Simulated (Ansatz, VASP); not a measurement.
**MgO: VASP beside Ansatz**

```xyz
2
Lattice="0.0000 2.1076 2.1076 2.1076 0.0000 2.1076 2.1076 2.1076 0.0000" Properties=species:S:1:pos:R:3 pbc="T T T"
Mg    0.0000    0.0000    0.0000
O     2.1076    2.1076    2.1076
```

Alike in both runs: task single point; functional PBEsol; k mesh 8 × 8 × 8; no spin polarisation.

|  | VASP | Ansatz |
| --- | --- | --- |
| version | VASP 6.6.1 | Ansatz 0.2.0 |
| potentials or method | VASP PAW PBE potentials, release 64 (Mg, O), cutoff 600 eV | scalar-relativistic, plane waves, PAW |
| occupations | gaussian, width 0.01 eV | fixed |
| valence electrons in the cell | 8 | 16 |

```tsv
	VASP	Ansatz	Ansatz less VASP
gap on the k mesh at the Fermi level (eV)	4.61	4.62	+0.005
least direct gap on the mesh (eV)	4.61	4.62	+0.005
```

VASP's potentials were made for PBE, not for PBEsol, and Ansatz warns of the same on its side. VASP's potentials hold 8 valence electrons a cell and Ansatz's 16, so a difference there can come from the potentials and not from the codes.
